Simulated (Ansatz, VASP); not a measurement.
## Zn: VASP beside Ansatz

```
Zn
1.0
     2.65589    0.00000    0.00000
    -1.32794    2.30006    0.00000
     0.00000    0.00000    4.93016
Zn
2
Direct
  0.33333 0.66667 0.25000
  0.66667 0.33333 0.75000
```

Change from the starting cell: volume scaled by 0.99, PAW files.

Alike in both runs: task electric field gradients; functional PBEsol; k mesh 16 × 16 × 8; occupations fermi-dirac, width 0.03 eV; no spin polarisation.

|  | VASP | Ansatz |
| --- | --- | --- |
| version | VASP 6.6.1 | Ansatz 0.2.0 |
| potentials or method | VASP PAW PBE potentials, release 64 (Zn) | PAW with Ansatz's default frozen-core files, scalar-relativistic |
| plane-wave cutoff (eV) | 520 | 420 |
| valence electrons in the cell | 24 | 24 |

|  | VASP | Ansatz | Ansatz less VASP |
| --- | --- | --- | --- |
| pressure (GPa) | -4.5 | -4.8 | -0.37 |
| traceless stress, the component that is largest in VASP (GPa) | 0.09 | 0.22 | +0.129 |
| size of Vzz on the site where it differs most (V/Å²) | 38.4 | 38.0 | -0.37 |

VASP's potentials were made for PBE, not for PBEsol.
